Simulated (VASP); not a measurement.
# SiNi (Pnma) in VASP: single point with PBE

Aim: the single point of SiNi with PBE.

All numbers are computed with VASP 6.6.1; they aren't measurements. Logs are shortened: lines on timing, memory, paths and dates and some standing lists are left out, and cuts for length are marked.

## Step 1: The cell of the first run

It takes space group Pnma (No. 62, orthorhombic). The conventional cell has a = 5.138 Å, b = 3.397 Å, c = 5.599 Å, α = 90.00°, β = 90.00°, γ = 90.00°. Within 3.0 Å of Si (site symmetry m) lie 6 Ni at 2.29 to 2.41 Å and 2 Si at 2.68 Å. Ni (site symmetry m) has 6 Si at 2.29 to 2.41 Å and 4 Ni at 2.66 to 2.71 Å within 3.0 Å.

## Step 2: Single point, PBE

File INCAR:

```
ALGO = Normal ; EDIFF = 1E-6
ENCUT = 520 ; GGA = PE
ISIF = 2 ; ISMEAR = 1
LASPH = T ; LCHARG = F
LREAL = Auto ; LWAVE = F
NBANDS = 134 ; NELM = 100
PREC = Accurate ; SIGMA = 0.1
```

File KPOINTS:

```
k-points
0
Gamma
  1 1 1
```

File POSCAR:

```
SiNi
1.0
   -5.1384089322      3.3970617458      5.5985038682
    5.1384089322     -3.3970617458      5.5985038682
    5.1384089322      3.3970617458     -5.5985038682
Si Ni
16 16
Direct
    0.1679189622      0.2033717858      0.7854528236
    0.1679189622      0.7033717858      0.2854528236
    0.6679189622      0.2033717858      0.2854528236
    0.6679189622      0.7033717858      0.7854528236
    0.3320810378      0.2966282142      0.2145471764
    0.3320810378      0.7966282142      0.7145471764
    0.8320810378      0.2966282142      0.7145471764
    0.8320810378      0.7966282142      0.2145471764
    0.3320810378      0.1175338614      0.5354528236
    0.3320810378      0.6175338614      0.0354528236
    0.8320810378      0.1175338614      0.0354528236
    0.8320810378      0.6175338614      0.5354528236
    0.1679189622      0.3824661386      0.4645471764
    0.1679189622      0.8824661386      0.9645471764
    0.6679189622      0.3824661386      0.9645471764
    0.6679189622      0.8824661386      0.4645471764
    0.4692867009      0.0984900663      0.8792033654
    0.4692867009      0.5984900663      0.3792033654
    0.9692867009      0.0984900663      0.3792033654
    0.9692867009      0.5984900663      0.8792033654
    0.0307132991      0.4015099337      0.1207966346
    0.0307132991      0.9015099337      0.6207966346
    0.5307132991      0.4015099337      0.6207966346
    0.5307132991      0.9015099337      0.1207966346
    0.0307132991      0.4099166646      0.6292033654
    0.0307132991      0.9099166646      0.1292033654
    0.5307132991      0.4099166646      0.1292033654
    0.5307132991      0.9099166646      0.6292033654
    0.4692867009      0.0900833354      0.3707966346
    0.4692867009      0.5900833354      0.8707966346
    0.9692867009      0.0900833354      0.8707966346
    0.9692867009      0.5900833354      0.3707966346
```

Potentials or basis: VASP PAW PBE potentials, release 64 (Si, Ni).

Launch:

```bash
$ cat potpaw_PBE.64/Si/POTCAR potpaw_PBE.64/Ni/POTCAR > POTCAR
$ mpirun -np 1 vasp_gam > vasp.out
```

OUTCAR:

```text
EDIFF = 1E-6
   ENCUT = 520
   GGA = PE
   ISIF = 2
   ISMEAR = 1
   LASPH = T
   LREAL = Auto
   NELM = 100
   PREC = Accurate

 ion  position               nearest neighbor table
   1  0.168  0.203  0.785-  22 2.29  27 2.33  25 2.33  31 2.39  19 2.41  17 2.41   7 2.68   5 2.68

   2  0.168  0.703  0.285-  21 2.29  28 2.33  26 2.33  32 2.39  20 2.41  18 2.41   8 2.68   6 2.68

   3  0.668  0.203  0.285-  24 2.29  25 2.33  27 2.33  29 2.39  17 2.41  19 2.41   5 2.68   7 2.68
[... 45 lines left out ...]
  26  0.031  0.910  0.129-  14 2.29   4 2.33   2 2.33   8 2.39  11 2.41   9 2.41  19 2.66  20 2.66
                            31 2.71  29 2.71
  27  0.531  0.410  0.129-  15 2.29   1 2.33   3 2.33   5 2.39  10 2.41  12 2.41  18 2.66  17 2.66
                            30 2.71  32 2.71
  28  0.531  0.910  0.629-  16 2.29   2 2.33   4 2.33   6 2.39   9 2.41  11 2.41  17 2.66  18 2.66
                            29 2.71  31 2.71
  29  0.469  0.090  0.371-   9 2.29   7 2.33   5 2.33   3 2.39  16 2.41  14 2.41  24 2.66  23 2.66
                            28 2.71  26 2.71
  30  0.469  0.590  0.871-  10 2.29   8 2.33   6 2.33   4 2.39  15 2.41  13 2.41  23 2.66  24 2.66
                            27 2.71  25 2.71
  31  0.969  0.090  0.871-  11 2.29   5 2.33   7 2.33   1 2.39  14 2.41  16 2.41  22 2.66  21 2.66
                            26 2.71  28 2.71
  32  0.969  0.590  0.371-  12 2.29   6 2.33   8 2.33   2 2.39  13 2.41  15 2.41  21 2.66  22 2.66
                            25 2.71  27 2.71

  LATTYP: Found a body centered orthorhombic cell.
 ALAT       =     6.7941234916
 B/A-ratio  =     1.5126039256
 C/A-ratio  =     1.6480430110

  Lattice vectors:

 A1 = (   5.1384089322,   3.3970617458,   5.5985038682)
 A2 = (  -5.1384089322,  -3.3970617458,   5.5985038682)
 A3 = (   5.1384089322,  -3.3970617458,  -5.5985038682)

Analysis of symmetry for initial positions (statically):
=====================================================================
 Subroutine PRICEL returns following result:

  LATTYP: Found a simple orthorhombic cell.
 ALAT       =     3.3970617458
 B/A-ratio  =     1.5126039256
 C/A-ratio  =     1.6480430110

  Lattice vectors:

 A1 = (   0.0000000000,   3.3970617458,   0.0000000000)
 A2 = (   5.1384089322,   0.0000000000,   0.0000000000)
 A3 = (   0.0000000000,   0.0000000000,  -5.5985038682)

   4 primitive cells build up your supercell.

 Routine SETGRP: Setting up the symmetry group for a
 body centered orthorhombic supercell.

 Subroutine GETGRP returns: Found  8 space group operations
 (whereof  2 operations were pure point group operations)
 out of a pool of  8 trial point group operations.
[... 124 lines left out ...]
   ISYM   =      2    0-nonsym 1-usesym 2-fastsym
   POTIM  = 0.5000    time-step for ionic-motion
   TEBEG  =    0.0;   TEEND  =   0.0 temperature during run
   PSTRESS=    0.0 pullay stress
   NELECT =     224.0000    total number of electrons
   NUPDOWN=      -1.0000    fix difference up-down
   EMIN   =  10.00;   EMAX   =-10.00  energy-range for DOS
   EFERMI =   0.00;   METHOD = LEGACY
   ISMEAR =     1;   SIGMA  =   0.10  broadening in eV -4-tet -1-fermi 0-gaus
   EFERMI_NEDOS =   21; number of points for ismear=-14 and -15
   IALGO  =     38    algorithm
   IMIX   =      4    mixing-type and parameters
     AMIX     =   0.40;   BMIX     =  1.00
     AMIX_MAG =   1.60;   BMIX_MAG =  1.00
  volume/ion in A,a.u.               =      12.22        82.43
  Fermi-wavevector in a.u.,A,eV,Ry     =   1.359783  2.569617 25.157291  1.849009
  Thomas-Fermi vector in A             =   2.486501
   LORBIT       =      0    0 simple, 1 ext, 2 COOP (PROOUT), +10 PAW based schemes
   GGA     = PE    functional components
   LHFCALC =     F    Hartree Fock is set to
   AEXX    =    0.0000 exact exchange contribution
   IVDW    =     0    specifies the selected vdW correction
   LEPSILON=     F    determine dielectric tensor
   LRPA    =     F    only Hartree local field effects (RPA)
 non-spin polarized calculation
 Methfessel and Paxton  Order N= 1 SIGMA  =   0.10
  energy-cutoff  :      520.00
  volume of cell :      390.90
 maximum number of plane-waves:      5272
 NGX is ok and might be reduce to    64
   NGX = 31   NGY = 31   NGZ = 31

 number of electron     224.0000024 magnetization

 Free energy of the ion-electron system (eV)
  ---------------------------------------------------
  ext. energy  EPLUGINS =         0.00000000
  ---------------------------------------------------
  free energy    TOTEN  =      -189.53508400 eV

  energy without entropy =     -189.59112698  energy(sigma->0) =     -189.55376499

 E-fermi :  10.5072     XC(G=0): -12.1770

 val. band max:       10.4024178012   @ k =   0.0000   0.0000   0.0000
 cond. band min:      10.5992137349   @ k =   0.0000   0.0000   0.0000
 fundamental gap:      0.1967959337
 Fermi energy:        10.5072155757

 k-point     1 :       0.0000    0.0000    0.0000
  band No.  band energies     occupation
      1      -2.5938      2.00000
      2      -0.6803      2.00000
      3      -0.6803      2.00000
      4       0.5634      2.00000
      5       0.5634      2.00000
      6       0.8126      2.00000
[... 116 lines left out ...]
    123      12.4774     -0.00000
    124      12.4774     -0.00000
 [bands above 124 left out]

------------------------ aborting loop because EDIFF is reached ----------------------------------------

  FORCE on cell =-STRESS in cart. coord.  units (eV):
  Direction    XX          YY          ZZ          XY          YZ          ZX
  --------------------------------------------------------------------------------------
  -------------------------------------------------------------------------------------
  Total        4.4302122    -25.4465600     10.9713838      0.0000000      0.0000000      0.0000000
  in kB       18.1581263   -104.2979049     44.9684492      0.0000000      0.0000000      0.0000000
  external PRESSURE =     -13.7237765 kB  Pullay stress =       0.0000000 kB

 VOLUME and BASIS-vectors are now :
 -----------------------------------------------------------------------------
  energy-cutoff  :      520.00
  volume of cell :      390.90
      direct lattice vectors                 reciprocal lattice vectors
    -5.138408932  3.397061746  5.598503868     0.000000000  0.147186021  0.089309575
     5.138408932 -3.397061746  5.598503868     0.097306385  0.000000000  0.089309575
     5.138408932  3.397061746 -5.598503868     0.097306385  0.147186021  0.000000000

 POSITION                                       TOTAL-FORCE (eV/Angst)
 -----------------------------------------------------------------------------------
      4.21815      2.54780     -2.31869         0.389329      0.000000      0.107941
      4.21815     -0.84927      3.27982         0.389329      0.000000      0.107941
     -0.92026      2.54780      3.27982         0.389329      0.000000      0.107941
      4.21815      2.54780      3.27982         0.389329      0.000000      0.107941
      0.92026      0.84927      2.31869        -0.389329     -0.000000     -0.107941
      6.05867      0.84927      2.31869        -0.389329     -0.000000     -0.107941
[... 24 lines left out ...]
     -0.04320      5.94486      1.05573        -0.066635     -0.000000     -0.227722
     -0.04320      2.54780      6.65423        -0.066635     -0.000000     -0.227722
 -----------------------------------------------------------------------------------
    total drift:                               -0.000000     -0.000000      0.000000

  FREE ENERGIE OF THE ION-ELECTRON SYSTEM (eV)
  ---------------------------------------------------
  free  energy   TOTEN  =      -189.5350839973 eV

  energy  without entropy=     -189.5911269816  energy(sigma->0) =     -189.55376499
```

OSZICAR:

```text
N       E                     dE             d eps       ncg     rms          rms(c)
DAV:   1     0.259560349660E+04    0.25956E+04   -0.10503E+05   268   0.219E+03
DAV:   2     0.277877641862E+03   -0.23177E+04   -0.22280E+04   268   0.570E+02
DAV:   3    -0.168436754535E+03   -0.44631E+03   -0.39822E+03   276   0.241E+02
DAV:   4    -0.218158359559E+03   -0.49722E+02   -0.47561E+02   344   0.821E+01
DAV:   5    -0.220117859033E+03   -0.19595E+01   -0.19352E+01   344   0.157E+01    0.561E+01
DAV:   6    -0.251265284875E+03   -0.31147E+02   -0.82194E+02   330   0.190E+02    0.742E+01
DAV:   7    -0.188845845993E+03    0.62419E+02   -0.22005E+02   312   0.108E+02    0.126E+01
DAV:   8    -0.190079826460E+03   -0.12340E+01   -0.31122E+01   376   0.215E+01    0.783E+00
DAV:   9    -0.189552073222E+03    0.52775E+00   -0.28375E+00   328   0.115E+01    0.232E+00
DAV:  10    -0.189540062511E+03    0.12011E-01   -0.13590E-01   280   0.130E+00    0.999E-01
DAV:  11    -0.189536411265E+03    0.36512E-02   -0.17355E-02   432   0.736E-01    0.470E-01
DAV:  12    -0.189535374186E+03    0.10371E-02   -0.19284E-03   280   0.146E-01    0.214E-01
DAV:  13    -0.189535105350E+03    0.26884E-03   -0.20741E-03   392   0.232E-01    0.637E-02
DAV:  14    -0.189535080692E+03    0.24657E-04   -0.24030E-04   392   0.851E-02    0.188E-02
DAV:  15    -0.189535083796E+03   -0.31034E-05   -0.25933E-05   360   0.165E-02    0.430E-03
DAV:  16    -0.189535083997E+03   -0.20158E-06   -0.21750E-06   200   0.854E-03
   1 F= -.18953508E+03 E0= -.18955376E+03  d E =0.560430E-01
```

It took 5.2 min on 1 thread of Intel Xeon 8259CL, shared host; peak memory 0.54 GiB.

What came out:

* Free energy: -189.5351 eV
* Pressure: -1.4 GPa
* Largest force: 0.404 eV/Å

Forces in eV/Å, atoms in the order of the input:
```
Si   0.389  0.000  0.108
Si   0.389  0.000  0.108
Si   0.389  0.000  0.108
Si   0.389  0.000  0.108
Si  -0.389  0.000 -0.108
Si  -0.389  0.000 -0.108
Si  -0.389  0.000 -0.108
Si  -0.389  0.000 -0.108
Si   0.389  0.000 -0.108
Si   0.389  0.000 -0.108
Si   0.389  0.000 -0.108
Si   0.389  0.000 -0.108
Si  -0.389  0.000  0.108
Si  -0.389  0.000  0.108
Si  -0.389  0.000  0.108
Si  -0.389  0.000  0.108
Ni   0.067  0.000 -0.228
Ni   0.067  0.000 -0.228
Ni   0.067  0.000 -0.228
Ni   0.067  0.000 -0.228
Ni  -0.067  0.000  0.228
Ni  -0.067  0.000  0.228
Ni  -0.067  0.000  0.228
Ni  -0.067  0.000  0.228
Ni   0.067  0.000  0.228
Ni   0.067  0.000  0.228
Ni   0.067  0.000  0.228
Ni   0.067  0.000  0.228
Ni  -0.067  0.000 -0.228
Ni  -0.067  0.000 -0.228
Ni  -0.067  0.000 -0.228
Ni  -0.067  0.000 -0.228
```

Stress tensor (GPa, compression positive):
```
  1.82   0.00   0.00
  0.00 -10.43   0.00
  0.00   0.00   4.50
```

Caveat: the k points lie up to 1.08 Å⁻¹ apart. Spin polarisation is off, so any magnetic state and its effect on volume and gap are missing.
